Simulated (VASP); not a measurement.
Write the native input for VASP 6.6.1 that does the following.

| Item | Value |
| --- | --- |
| Task | relaxation of shape and atoms at fixed volume |
| Functional | PBE |
| Potentials or basis | VASP PAW PBE potentials, release 64 (Na_pv, H) |
| Cutoff | 500 eV |
| k mesh | 12 × 12 × 2 |
| Occupations | gaussian, width 0.02 eV |
| Spin | no spin polarisation |
| Dipole correction | no |
| Further INCAR settings | ALGO = Normal; EDIFF = 1e-07; IBRION = 2; EDIFFG = -0.01; NSW = 50; ISIF = 4 |

The structure of NaH lies in POSCAR:

```
NaH
1.0
    3.4101818157      0.0000000000      0.0000000000
   -1.7050909078      2.9533040839      0.0000000000
    0.0000000000      0.0000000000     11.6033091622
Na H
4 4
Direct
    0.6666666667      0.3333333333      0.8780795698
    0.3333333333      0.6666666667      0.1219204302
    0.3333333333      0.6666666667      0.3780795698
    0.6666666667      0.3333333333      0.6219204302
    0.0000000000      0.0000000000      0.0000000000
    0.0000000000      0.0000000000      0.5000000000
    0.6666666667      0.3333333333      0.2500000000
    0.3333333333      0.6666666667      0.7500000000
```

These files were run (other wordings do the same):

INCAR

```
SYSTEM = NaH
  PREC = Accurate
  ENCUT = 500
  EDIFF = 1E-7
  ISMEAR = 0
  SIGMA = 0.02
  LREAL = .FALSE.
  LASPH = .TRUE.
  NELM = 120
  ALGO = Normal
  ISIF = 4
  LWAVE = .FALSE.
  LCHARG = .FALSE.
  GGA = PE
  IBRION = 2
  NSW = 50
  EDIFFG = -0.01
  GGA_COMPAT = .FALSE.
  NELMIN = 4
```

KPOINTS

```
Automatic mesh
0
G
  12 12 2
  0 0 0
```

Potentials or basis: VASP PAW PBE potentials, release 64 (Na_pv, H).

Run with:

```bash
$ cat potpaw_PBE.64/Na_pv/POTCAR potpaw_PBE.64/H/POTCAR > POTCAR
$ mpirun -np 1 vasp_std > vasp.out
```

It gave:

```yaml
Pressure_after_relaxing: -0.7 GPa
Band_gap_on_the_k_mesh: 3.48 eV (least direct gap 4.12 eV)
```

Caveat: the relaxation stopped at its first step, so nothing moved.

Run time: 73 s on 1 thread of Oxide Virtual Turin-like Processor, with other jobs on the host, peak memory 0.23 GiB.
